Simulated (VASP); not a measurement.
Write the native input for VASP 6.6.1 that does the following.

| Property | Result |
| --- | --- |
| Task | relaxation of cell and atoms |
| Functional | PBE |
| Potentials or basis | VASP PAW PBE potentials, release 64 (Dy_3, Be, Se), 4f in core |
| Cutoff | 600 eV |
| k mesh | 12 × 12 × 8 |
| Occupations | gaussian, width 0.1 eV |
| Spin | no spin polarisation |
| Dipole correction | no |
| Mended | yes |
| Further INCAR settings | ALGO = Normal; EDIFF = 1e-07; IBRION = 2; EDIFFG = -0.01; NSW = 100; ISIF = 3 |

The structure of Dy3Be2Se lies in POSCAR:

```
Dy3Be2Se
1.0
    5.0551328692      0.0000000000      0.0000000000
   -2.5275664346      4.3778734842      0.0000000000
    0.0000000000      0.0000000000      5.6554065682
Dy Be Se
3 2 1
Direct
    0.3333333333      0.6666666667      0.5000000000
    0.6666666667      0.3333333333      0.5000000000
    0.0000000000      0.0000000000      0.0000000000
    0.3333333333      0.6666666667      0.0000000000
    0.6666666667      0.3333333333      0.0000000000
    0.0000000000      0.0000000000      0.5000000000
```

The cell was built from a structure type or drawn by symmetry, and may not be a known phase.

The input as run:

INCAR

```
SYSTEM = Dy3Be2Se
ALGO     = Normal         ! electronic algorithm
EDIFF    = 1E-7           ! SCF threshold, eV
EDIFFG   = -0.01          ! ionic threshold
ENCUT    = 600            ! plane-wave cutoff, eV
GGA      = PE             ! functional
GGA_COMPAT= .FALSE.      
IBRION   = 2              ! ionic algorithm
ISIF     = 3              ! what is computed and relaxed
ISMEAR   = 0              ! smearing method
LASPH    = .TRUE.         ! aspherical terms in the spheres
LCHARG   = .FALSE.        ! write CHGCAR
LMAXMIX  = 6              ! l up to which the mixer works
LREAL    = .FALSE.        ! projectors in reciprocal space
LWAVE    = .FALSE.        ! write WAVECAR
NELM     = 200            ! most SCF steps
NELMIN   = 4            
NSW      = 100            ! ionic steps
PREC     = Accurate       ! precision mode
SIGMA    = 0.1            ! smearing width, eV
```

KPOINTS

```
k-points
0
G
  12 12 8
  0 0 0
```

Potentials or basis: VASP PAW PBE potentials, release 64 (Dy_3, Be, Se), 4f in core.

Launch:

```console
$ cat potpaw_PBE.64/Dy_3/POTCAR potpaw_PBE.64/Be/POTCAR potpaw_PBE.64/Se/POTCAR > POTCAR
$ mpirun -np 1 vasp_std > vasp.out
```

It gave:

```json
{
 "Relaxed volume": "20.97 Å³/atom",
 "Relaxed cell": "a = 5.064 Å, b = 5.064 Å, c = 5.666 Å, α = 90.00°, β = 90.00°, γ = 120.00°",
 "Space group after relaxing (to 0.1 Å)": "P6/mmm (No. 191)",
 "Energy gained by relaxing": "0.1 meV/atom",
 "Ionic steps": "3",
 "Pressure after relaxing": "0.0 GPa",
 "Band gap on the k mesh": "zero (an odd number of electrons rules out a gap without spin polarisation)"
}
```

Caveat: spin-orbit coupling is left out, which moves the levels of the heavy elements; the 4f electrons are frozen in the core, so they carry no moment and show no levels; the run has no spin polarisation, though such a crystal can be magnetic.

Wall time 5.6 min on 1 thread of Intel(R) Xeon(R) 6975P-C (Granite Rapids) (shared host), peak memory 0.5 GiB.
